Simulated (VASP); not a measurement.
Set up this calculation in VASP 6.6.1, as the native input.

```
Task                   : single point
Functional             : r2SCAN
Potentials or basis    : VASP PAW PBE potentials, release 64 (Cd, Te)
Cutoff                 : 550 eV
k mesh                 : 6 × 6 × 6
Occupations            : gaussian, width 0.01 eV
Spin                   : no spin polarisation
Dipole correction      : no
Further INCAR settings : ALGO = Normal; EDIFF = 1e-06; NBANDS = 16
```

The system is CdTe.

```
Cd Te
1.0
     3.29426    3.29426    0.00000
    -3.29426    3.29426    0.00000
     0.00000    3.29426    3.25984
Cd Te
1 1
Direct
  0.00000 0.00000 0.00000
  0.75000 0.25000 0.50000
```

This cell differs from its parent crystal: in-plane strain +0.005, then relaxed in part.

The input as run:

POSCAR

```
CdTe
1.0
    3.2942631865      3.2942631865      0.0000000000
   -3.2942631865      3.2942631865      0.0000000000
    0.0000000000      3.2942631865      3.2598390293
Cd Te
1 1
Direct
    0.0000000000      0.0000000000      0.0000000000
    0.7500000000      0.2500000000      0.5000000000
```

INCAR.step1

```
ALGO = Normal
EDIFF = 1E-5
ENCUT = 550
GGA = PE
GGA_COMPAT = False
ISMEAR = 0
LASPH = True
LCHARG = False
LREAL = False
LWAVE = True
NBANDS = 16
NELM = 120
PREC = Accurate
SIGMA = 0.01
```

INCAR.step2

```
ALGO = Normal
EDIFF = 1E-6
ENCUT = 550
GGA_COMPAT = False
ISIF = 2
ISMEAR = 0
ISTART = 1
LASPH = True
LCHARG = False
LMIXTAU = True
LREAL = False
LWAVE = False
METAGGA = R2SCAN
NBANDS = 16
NELM = 120
PREC = Accurate
SIGMA = 0.01
```

KPOINTS

```
k-points
0
Gamma
  6 6 6
```

Potentials or basis: VASP PAW PBE potentials, release 64 (Cd, Te).

Command:

```bash
$ cat potpaw_PBE.64/Cd/POTCAR potpaw_PBE.64/Te/POTCAR > POTCAR
$ cp INCAR.step1 INCAR
$ mpirun -np 1 vasp_std > vasp.out
$ cp INCAR.step2 INCAR
$ mpirun -np 1 vasp_std > vasp.out
```

It gave:

```
Pressure               : -0.1 GPa
Band gap on the k mesh : 1.12 eV
```

Caveat: the cell differs from its parent crystal (in-plane strain +0.005, then relaxed in part); the PAW data sets were made with another functional, which shifts forces and pressure a little; spin-orbit coupling is left out, which moves the levels of the heavy elements.

Run time: 110 s on 1 thread of AMD EPYC 9R45 96-Core Processor (Zen 5) (shared host), peak memory 0.2 GiB.
